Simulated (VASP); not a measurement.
Wanted: the native input for a VASP 6.6.1 run.

* Task: relaxation of cell and atoms
* Functional: PBE
* Potentials or basis: VASP PAW PBE potentials, release 64 (Cu)
* Cutoff: 600 eV
* k mesh: 26 × 26 × 26
* Occupations: methfessel-paxton, width 0.1 eV
* Spin: no spin polarisation
* Dipole correction: no
* Further INCAR settings: ALGO = Normal; EDIFF = 1e-07; IBRION = 2; EDIFFG = -0.005; NSW = 60; ISIF = 3

The structure of Cu lies in POSCAR:

```
Cu
1.0
    0.0000000000      1.8050000000      1.8050000000
    1.8050000000      0.0000000000      1.8050000000
    1.8050000000      1.8050000000      0.0000000000
Cu
1
Direct
    0.0000000000      0.0000000000      0.0000000000
```

The input as run:

INCAR

```
PREC = Accurate
ENCUT = 600
EDIFF = 1E-7
ISMEAR = 1
SIGMA = 0.1
LREAL = F
LASPH = T
NELM = 60
ALGO = Normal
ISIF = 3
LWAVE = F
LCHARG = F
GGA = PE
IBRION = 2
NSW = 60
EDIFFG = -0.005
```

KPOINTS

```
regular mesh
0
Gamma
  26 26 26
```

Potentials or basis: VASP PAW PBE potentials, release 64 (Cu).

The run is started by

```console
$ cat potpaw_PBE.64/Cu/POTCAR > POTCAR
$ mpirun -np 1 vasp_std > vasp.out
```

Results of the run:

```json
{"Relaxed volume": "12.01 Å³/atom", "Relaxed cell": "a = 2.570 Å, b = 2.570 Å, c = 2.570 Å, α = 60.00°, β = 60.00°, γ = 60.00°", "Space group after relaxing (to 0.1 Å)": "Fm-3m (No. 225)", "Energy gained by relaxing": "2.2 meV/atom", "Ionic steps": "3", "Pressure after relaxing": "0.0 GPa", "Band gap on the k mesh": "zero (an odd number of electrons rules out a gap without spin polarisation)"}
```

Run time: 86 s on 1 thread of Intel(R) Xeon(R) Platinum 8259CL CPU @ 2.50GHz (Skylake/Cascade Lake), with other jobs on the host, peak memory 0.19 GiB.
